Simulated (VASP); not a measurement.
Wanted: the native input for a VASP 6.6.1 run.

```yaml
Task: relaxation of cell and atoms
Functional: PBEsol
Potentials_or_basis: VASP PAW PBE potentials, release 64 (Ge_d)
Cutoff: 600 eV
k_mesh: 14 × 14 × 14
Occupations: gaussian, width 0.1 eV
Spin: no spin polarisation
Target_pressure: 90 GPa
Dipole_correction: no
Further_INCAR_settings: ALGO = Normal; EDIFF = 1e-06; IBRION = 2; EDIFFG = -0.008; NSW = 70; ISIF = 3
```

The structure of Ge lies in POSCAR:

```
Ge
1.0
    0.0000000000      2.4686297564      2.4686297564
    2.4686297564      0.0000000000      2.4686297564
    2.4686297564      2.4686297564      0.0000000000
Ge
2
Direct
    0.5000000000      0.5000000000      0.5000000000
    0.7500000000      0.7500000000      0.7500000000
```

These files were run (other wordings do the same):

INCAR

```
PREC = Accurate
ENCUT = 600
EDIFF = 1E-6
ISMEAR = 0
SIGMA = 0.1
LREAL = False
LASPH = True
NELM = 80
ALGO = Normal
ISIF = 3
LWAVE = False
LCHARG = False
GGA = PS
IBRION = 2
NSW = 70
EDIFFG = -0.008
PSTRESS = 900.0
```

KPOINTS

```
regular mesh
0
Gamma
  14 14 14
```

Potentials or basis: VASP PAW PBE potentials, release 64 (Ge_d).

Run with:

```sh
$ cat potpaw_PBE.64/Ge_d/POTCAR > POTCAR
$ mpirun -np 1 vasp_std > vasp.out
```

It gave:

```json
{
 "Relaxed volume": "14.39 Å³/atom",
 "Relaxed cell": "a = 3.440 Å, b = 3.440 Å, c = 3.440 Å, α = 60.00°, β = 60.00°, γ = 60.00°",
 "Space group after relaxing (to 0.05 Å)": "Fd-3m (No. 227)",
 "Energy change on relaxing (the enthalpy is what falls)": "+332.5 meV/atom",
 "Ionic steps": "7",
 "Pressure after relaxing": "90.0 GPa",
 "Band gap on the k mesh": "zero (band 14 reaches 10.57 eV, above the bottom of band 15 at 10.07 eV)"
}
```

Caveat: the cell is relaxed towards a set pressure, so the enthalpy falls and the energy may rise; the PAW data sets were made with another functional, which shifts forces and pressure a little.

Wall time 3.1 min on 1 thread of Intel Xeon 6975P-C, on a shared host, peak memory 0.2 GiB.
